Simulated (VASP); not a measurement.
# VSi2 (P6/mmm) in VASP: single point with PBE

Aim: the single point of VSi2 with PBE.

Everything below comes from runs of VASP 6.6.1. Logs are shortened: lines on timing, memory, paths and dates and some standing lists are left out, and cuts for length are marked.

## 1. The cell of the first run

Symmetry: P6/mmm, No. 191, hexagonal system. Conventional cell: a = 4.269 Å, b = 4.269 Å, c = 2.492 Å, α = 90.00°, β = 90.00°, γ = 120.00°. Within 3.3 Å of V (site symmetry 6/mmm) lie 2 V at 2.49 Å and 12 Si at 2.76 Å. Within 3.3 Å of Si (site symmetry -6m2) lie 5 Si at 2.46 to 2.49 Å and 6 V at 2.76 Å.

## 2. Single point, PBE, collinear spin, ferromagnetic start

Input file INCAR:

```
SYSTEM = VSi2
ALGO = Normal
EDIFF = 1E-6
ENCUT = 520
GGA = PE
ISIF = 2
ISMEAR = 0
ISPIN = 2
LASPH = .TRUE.
LCHARG = .FALSE.
LMAXMIX = 4
LORBIT = 11
LREAL = .FALSE.
LWAVE = .FALSE.
MAGMOM = 2.18 0 0
NBANDS = 22
NELM = 150
PREC = Accurate
SIGMA = 0.1
```

Input file KPOINTS:

```
k-points
0
G
  12 12 12
  0 0 0
```

Input file POSCAR:

```
VSi2
1.0
    4.2688877266      0.0000000000      0.0000000000
   -2.1344438633      3.6969652172      0.0000000000
    0.0000000000      0.0000000000      2.4921512206
V Si
1 2
Direct
    0.0000000000      0.0000000000      0.0000000000
    0.3333333333      0.6666666667      0.5000000000
    0.6666666667      0.3333333333      0.5000000000
```

Potentials or basis: VASP PAW PBE potentials, release 64 (V_sv, Si).

Run with:

```
> cat potpaw_PBE.64/V_sv/POTCAR potpaw_PBE.64/Si/POTCAR > POTCAR
> mpirun -np 1 vasp_std > vasp.out
```

OUTCAR:

```text
SYSTEM = VSi2
   EDIFF = 1E-6
   ENCUT = 520
   GGA = PE
   ISIF = 2
   ISMEAR = 0
   ISPIN = 2
   LASPH = .TRUE.
   LORBIT = 11
   LREAL = .FALSE.
   NELM = 150
   PREC = Accurate

 ion  position               nearest neighbor table
   1  0.000  0.000  0.000-   2 2.76   3 2.76   2 2.76   3 2.76   3 2.76   3 2.76   2 2.76   2 2.76
                             3 2.76   3 2.76   2 2.76   2 2.76
   2  0.333  0.667  0.500-   3 2.46   3 2.46   3 2.46   1 2.76   1 2.76   1 2.76   1 2.76   1 2.76
                             1 2.76
   3  0.667  0.333  0.500-   2 2.46   2 2.46   2 2.46   1 2.76   1 2.76   1 2.76   1 2.76   1 2.76
                             1 2.76

  LATTYP: Found a hexagonal cell.
 ALAT       =     4.2688877266
 C/A-ratio  =     0.5837940420

  Lattice vectors:

 A1 = (   4.2688877266,   0.0000000000,   0.0000000000)
 A2 = (  -2.1344438633,   3.6969652172,   0.0000000000)
 A3 = (   0.0000000000,   0.0000000000,   2.4921512206)

Analysis of symmetry for initial positions (statically):
=====================================================================
 Subroutine PRICEL returns:
 Original cell was already a primitive cell.

 Routine SETGRP: Setting up the symmetry group for a
 hexagonal supercell.

 Subroutine GETGRP returns: Found 24 space group operations
 (whereof 24 operations were pure point group operations)
 out of a pool of 24 trial point group operations.

The static configuration has the point symmetry D_6h.

Analysis of symmetry for dynamics (positions and initial velocities):
=====================================================================
 Subroutine PRICEL returns:
 Original cell was already a primitive cell.

 Routine SETGRP: Setting up the symmetry group for a
 hexagonal supercell.

 Subroutine GETGRP returns: Found 24 space group operations
 (whereof 24 operations were pure point group operations)
 out of a pool of 24 trial point group operations.

The dynamic configuration has the point symmetry D_6h.

Analysis of structural, dynamic, and magnetic symmetry:
=====================================================================
 Subroutine PRICEL returns:
 Original cell was already a primitive cell.

 Routine SETGRP: Setting up the symmetry group for a
 hexagonal supercell.

 Subroutine GETGRP returns: Found 24 space group operations
 (whereof 24 operations were pure point group operations)
 out of a pool of 24 trial point group operations.

The overall configuration has the point symmetry D_6h.

 Subroutine INISYM returns: Found 24 space group operations
 (whereof 24 operations are pure point group operations),
 and found     1 'primitive' translations

----------------------------------------------------------------------------------------

                                     Primitive cell

  volume of cell :      39.3310

  direct lattice vectors                    reciprocal lattice vectors
     4.268887727  0.000000000  0.000000000     0.234253057  0.135246066  0.000000000
    -2.134443863  3.696965217  0.000000000     0.000000000  0.270492131  0.000000000
     0.000000000  0.000000000  2.492151221     0.000000000  0.000000000  0.401259760

  length of vectors
     4.268887727  4.268887727  2.492151221     0.270492131  0.270492131  0.401259760

  position of ions in fractional coordinates (direct lattice)
     0.000000000  0.000000000  0.000000000
     0.333333333  0.666666667  0.500000000
     0.666666667  0.333333333  0.500000000

  ion indices of the primitive-cell ions
   primitive index   ion index
                 1           1
                 2           2
                 3           3

----------------------------------------------------------------------------------------

 KPOINTS: k-points

Automatic generation of k-mesh.
 Grid dimensions read from file:
 generate k-points for:   12   12   12

 Generating k-lattice:

  Cartesian coordinates                     Fractional coordinates (reciprocal lattice)
     0.019521088  0.011270505  0.000000000     0.083333333 -0.000000000  0.000000000
     0.000000000  0.022541011  0.000000000     0.000000000  0.083333333  0.000000000
     0.000000000  0.000000000  0.033438313     0.000000000  0.000000000  0.083333333

  Length of vectors
     0.022541011  0.022541011  0.033438313

  Shift w.r.t. Gamma in fractional coordinates (k-lattice)
     0.000000000  0.000000000  0.000000000

 Subroutine IBZKPT returns following result:
 ===========================================

 Found    133 irreducible k-points:

 Following reciprocal coordinates:
            Coordinates               Weight
  0.000000  0.000000  0.000000      1.000000
  0.083333  0.000000  0.000000      6.000000
  0.166667 -0.000000  0.000000      6.000000
  0.250000 -0.000000  0.000000      6.000000
  0.333333  0.000000  0.000000      6.000000
  0.416667  0.000000  0.000000      6.000000
[... 16 lines left out ...]
  0.250000 -0.000000  0.083333     12.000000
  0.333333  0.000000  0.083333     12.000000
 [... further k-points ...]
   k-points           NKPTS =    133   k-points in BZ     NKDIM =    133   number of bands    NBANDS=     22
   number of dos      NEDOS =    301   number of ions     NIONS =      3
   total plane-waves  NPLWV =  20480
   dimension x,y,z NGX =    32 NGY =   32 NGZ =   20
   dimension x,y,z NGXF=    64 NGYF=   64 NGZF=   40
   ions per type =               1   2
   NGX,Y,Z   is equivalent  to a cutoff of  12.46, 12.46, 13.34 a.u.
   NGXF,Y,Z  is equivalent  to a cutoff of  24.92, 24.92, 26.68 a.u.
 SYSTEM =  VSi2
   PREC   = accura    normal or accurate (medium, high low for compatibility)
   ISTART =      0    job   : 0-new  1-cont  2-samecut
   ICHARG =      2    charge: 1-file 2-atom 10-const
   ISPIN  =      2    spin polarized calculation?
   LNONCOLLINEAR =      F non collinear calculations
   LSORBIT =      F    spin-orbit coupling
   LASPH  =      T    aspherical Exc in radial PAW
   ENCUT  =  520.0 eV  38.22 Ry    6.18 a.u.   7.94  7.94  4.63*2*pi/ulx,y,z
   NELM   =    150;   NELMIN=  2; NELMDL= -5     # of ELM steps
   EDIFF  = 0.1E-05   stopping-criterion for ELM
   LREAL  =      F    real-space projection
   EDIFFG = 0.1E-04   stopping-criterion for IOM
   NSW    =      0    number of steps for IOM
   IBRION =     -1    ionic relax: 0-MD 1-quasi-New 2-CG
   NFREE  =      0    steps in history (QN), initial steepest desc. (CG)
   ISIF   =      2    stress and relaxation
   ISYM   =      2    0-nonsym 1-usesym 2-fastsym
   POTIM  = 0.5000    time-step for ionic-motion
   TEBEG  =    0.0;   TEEND  =   0.0 temperature during run
   PSTRESS=    0.0 pullay stress
   NELECT =      21.0000    total number of electrons
   NUPDOWN=      -1.0000    fix difference up-down
   EMIN   =  10.00;   EMAX   =-10.00  energy-range for DOS
   EFERMI =   0.00;   METHOD = LEGACY
   ISMEAR =     0;   SIGMA  =   0.10  broadening in eV -4-tet -1-fermi 0-gaus
   EFERMI_NEDOS =   21; number of points for ismear=-14 and -15
   IALGO  =     38    algorithm
   IMIX   =      4    mixing-type and parameters
     AMIX     =   0.40;   BMIX     =  1.00
     AMIX_MAG =   1.60;   BMIX_MAG =  1.00
  volume/ion in A,a.u.               =      13.11        88.47
  Fermi-wavevector in a.u.,A,eV,Ry     =   1.328117  2.509778 23.999256  1.763896
  Thomas-Fermi vector in A             =   2.457379
   LORBIT       =     11    0 simple, 1 ext, 2 COOP (PROOUT), +10 PAW based schemes
   GGA     = PE    functional components
   LHFCALC =     F    Hartree Fock is set to
   AEXX    =    0.0000 exact exchange contribution
   IVDW    =     0    specifies the selected vdW correction
   LEPSILON=     F    determine dielectric tensor
   LRPA    =     F    only Hartree local field effects (RPA)
 spin polarized calculation
 Gauss-broadening in eV      SIGMA  =   0.10
  energy-cutoff  :      520.00
  volume of cell :       39.33
 maximum number of plane-waves:      1080
 NGX is ok and might be reduce to    32
   NGX = 15   NGY = 15   NGZ =  9

 number of electron      21.0000008 magnetization      -0.0000573

 number of electron      21.0000008 magnetization       0.0001535

 Free energy of the ion-electron system (eV)
  ---------------------------------------------------
  ext. energy  EPLUGINS =         0.00000000
  ---------------------------------------------------
  free energy    TOTEN  =       -19.99402654 eV

  energy without entropy =      -19.98456470  energy(sigma->0) =      -19.98929562

 E-fermi :  11.2875     XC(G=0): -12.0596

 val. band max:       11.2538345791   @ k =   0.0833   0.0000   0.5000
 cond. band min:      11.2889077190   @ k =   0.3333   0.2500   0.5000
 fundamental gap:      0.0350731400
 Fermi energy:        11.2874506225

 spin component 1

 k-point     1 :       0.0000    0.0000    0.0000
  band No.  band energies     occupation
      1     -53.0707      1.00000
      2     -26.9522      1.00000
      3     -26.9522      1.00000
      4     -26.4361      1.00000
      5      -2.5756      1.00000
      6       5.6321      1.00000
[... 14 lines left out ...]
     21      27.4600      0.00000
     22      27.6364      0.00000

 k-point     2 :       0.0833    0.0000    0.0000
  band No.  band energies     occupation
      1     -53.0707      1.00000
      2     -26.9528      1.00000
      3     -26.9524      1.00000
      4     -26.4360      1.00000
      5      -2.5033      1.00000
      6       4.7551      1.00000
[... 14 lines left out ...]
     21      26.3321      0.00000
     22      27.4496      0.00000

 k-point     3 :       0.1667   -0.0000    0.0000
  band No.  band energies     occupation
      1     -53.0706      1.00000
      2     -26.9543      1.00000
      3     -26.9527      1.00000
      4     -26.4360      1.00000
      5      -2.2891      1.00000
      6       3.6989      1.00000
[... 14 lines left out ...]
     21      24.9102      0.00000
     22      27.1046      0.00000
[... 476 lines left out ...]
 k-point    23 :       0.2500   -0.0000    0.0833
  band No.  band energies     occupation
      1     -53.0619      1.00000
      2     -26.9490      1.00000
      3     -26.9459      1.00000
      4     -26.4962      1.00000
      5      -1.7811      1.00000
      6       2.8504      1.00000
[... 14 lines left out ...]
     21      25.0120      0.00000
     22      25.3250      0.00000

 k-point    24 :       0.3333    0.0000    0.0833
  band No.  band energies     occupation
      1     -53.0618      1.00000
      2     -26.9510      1.00000
      3     -26.9464      1.00000
      4     -26.4961      1.00000
      5      -1.3216      1.00000
      6       1.9307      1.00000
[... 14 lines left out ...]
     21      25.1101      0.00000
     22      25.1781      0.00000

 [... further k-points ...]

 spin component 2

 k-point     1 :       0.0000    0.0000    0.0000
  band No.  band energies     occupation
      1     -53.0706      1.00000
      2     -26.9521      1.00000
      3     -26.9521      1.00000
      4     -26.4359      1.00000
      5      -2.5756      1.00000
      6       5.6322      1.00000
[... 14 lines left out ...]
     21      27.4591      0.00000
     22      27.6386      0.00000

 k-point     2 :       0.0833    0.0000    0.0000
  band No.  band energies     occupation
      1     -53.0706      1.00000
      2     -26.9527      1.00000
      3     -26.9523      1.00000
      4     -26.4359      1.00000
      5      -2.5033      1.00000
      6       4.7551      1.00000
[... 14 lines left out ...]
     21      26.3321      0.00000
     22      27.4500      0.00000

 k-point     3 :       0.1667   -0.0000    0.0000
  band No.  band energies     occupation
      1     -53.0705      1.00000
      2     -26.9542      1.00000
      3     -26.9526      1.00000
      4     -26.4358      1.00000
      5      -2.2891      1.00000
      6       3.6989      1.00000
[... 14 lines left out ...]
     21      24.9102      0.00000
     22      27.1046      0.00000
[... 476 lines left out ...]
 k-point    23 :       0.2500   -0.0000    0.0833
  band No.  band energies     occupation
      1     -53.0618      1.00000
      2     -26.9489      1.00000
      3     -26.9458      1.00000
      4     -26.4960      1.00000
      5      -1.7811      1.00000
      6       2.8504      1.00000
[... 14 lines left out ...]
     21      25.0120      0.00000
     22      25.3250      0.00000

 k-point    24 :       0.3333    0.0000    0.0833
  band No.  band energies     occupation
      1     -53.0617      1.00000
      2     -26.9509      1.00000
      3     -26.9463      1.00000
      4     -26.4959      1.00000
      5      -1.3216      1.00000
      6       1.9307      1.00000
[... 14 lines left out ...]
     21      25.1101      0.00000
     22      25.1781      0.00000

 [... further k-points ...]

------------------------ aborting loop because EDIFF is reached ----------------------------------------

  FORCE on cell =-STRESS in cart. coord.  units (eV):
  Direction    XX          YY          ZZ          XY          YZ          ZX
  --------------------------------------------------------------------------------------
  -------------------------------------------------------------------------------------
  Total       -0.0065999     -0.0065999      0.0094301      0.0000000     -0.0000000     -0.0000000
  in kB       -0.2688536     -0.2688536      0.3841419      0.0000000     -0.0000000     -0.0000000
  external PRESSURE =      -0.0511884 kB  Pullay stress =       0.0000000 kB

 VOLUME and BASIS-vectors are now :
 -----------------------------------------------------------------------------
  energy-cutoff  :      520.00
  volume of cell :       39.33
      direct lattice vectors                 reciprocal lattice vectors
     4.268887727  0.000000000  0.000000000     0.234253057  0.135246066  0.000000000
    -2.134443863  3.696965217  0.000000000     0.000000000  0.270492131  0.000000000
     0.000000000  0.000000000  2.492151221     0.000000000  0.000000000  0.401259760

 POSITION                                       TOTAL-FORCE (eV/Angst)
 -----------------------------------------------------------------------------------
      0.00000      0.00000      0.00000        -0.000000     -0.000000      0.000000
     -0.00000      2.46464      1.24608        -0.000000      0.000000     -0.000000
      2.13444      1.23232      1.24608         0.000000     -0.000000      0.000000
 -----------------------------------------------------------------------------------
    total drift:                                0.000000     -0.000000      0.000000

  FREE ENERGIE OF THE ION-ELECTRON SYSTEM (eV)
  ---------------------------------------------------
  free  energy   TOTEN  =       -19.9940265409 eV

  energy  without entropy=      -19.9845646962  energy(sigma->0) =      -19.98929562

 total charge

# of ion       s       p       d       tot
------------------------------------------
    1        2.252   6.182   3.176  11.610
    2        0.755   0.870   0.000   1.625
    3        0.755   0.870   0.000   1.625
--------------------------------------------------
tot          3.762   7.922   3.176  14.860

 magnetization (x)

# of ion       s       p       d       tot
------------------------------------------
    1        0.000   0.000   0.000   0.000
    2        0.000  -0.000   0.000  -0.000
    3        0.000  -0.000   0.000  -0.000
--------------------------------------------------
tot          0.000  -0.000   0.000   0.000
```

It took 88 s on 1 thread of Intel Xeon Platinum 8375C at 2.90GHz (Ice Lake), shared host; peak memory 0.28 GiB.

What came out:

- Free energy: -19.9940 eV
- Pressure: 0.0 GPa
- Net moment: 0.00 μB per cell
- Valence electrons inside the program's atomic spheres: V 11.61; Si 1.62
